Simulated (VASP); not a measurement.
Al3GaN4, 8 atoms in the cell. It takes space group Pm (No. 6, monoclinic). Conventional cell: a = 5.038 Å, b = 3.125 Å, c = 5.410 Å, α = 90.00°, β = 90.03°, γ = 90.00°. Al (site symmetry m) has 4 N at 1.88 to 1.90 Å within 2.5 Å. Al (site symmetry m) has 4 N at 1.89 to 1.90 Å within 2.5 Å. Within 2.5 Å of Al (site symmetry m) lie 4 N at 1.89 to 1.90 Å. Ga (site symmetry m) has 4 N at 1.93 to 1.96 Å within 2.6 Å. N (site symmetry m) has 3 Al at 1.89 Å and 1 Ga at 1.96 Å within 2.5 Å. N (site symmetry m) has 4 Al at 1.90 Å within 2.5 Å. N (site symmetry m) has 2 Al at 1.88 to 1.89 Å and 2 Ga at 1.93 Å within 2.5 Å. N (site symmetry m) has 3 Al at 1.89 to 1.90 Å and 1 Ga at 1.94 Å within 2.5 Å. 

* Program: VASP 6.6.1
* Task: single point
* Functional: r2SCAN
* Potentials or basis: VASP PAW PBE potentials, release 64 (Al, Ga_d, N)
* Cutoff: 520 eV
* k mesh: 6 × 8 × 4
* Occupations: gaussian, width 0.02 eV
* Spin: no spin polarisation
* Dipole correction: no
* Further INCAR settings: ALGO = Normal; EDIFF = 1e-06; NBANDS = 31

Potentials or basis: VASP PAW PBE potentials, release 64 (Al, Ga_d, N).

Launch:

```sh
$ cat potpaw_PBE.64/Al/POTCAR potpaw_PBE.64/Ga_d/POTCAR potpaw_PBE.64/N/POTCAR > POTCAR
$ cp INCAR.step1 INCAR
$ mpirun -np 1 vasp_std > vasp.out
$ cp INCAR.step2 INCAR
$ mpirun -np 1 vasp_std > vasp.out
```

Hardware: 1 thread of Intel(R) Xeon(R) Platinum 8488C (Sapphire Rapids), with other jobs on the host.

Question: How long does it take, and how much memory?

Answer: Wall time 7.5 min on 1 thread of Intel(R) Xeon(R) Platinum 8488C (Sapphire Rapids) (shared host), peak memory 0.31 GiB. Counts: k points 70.
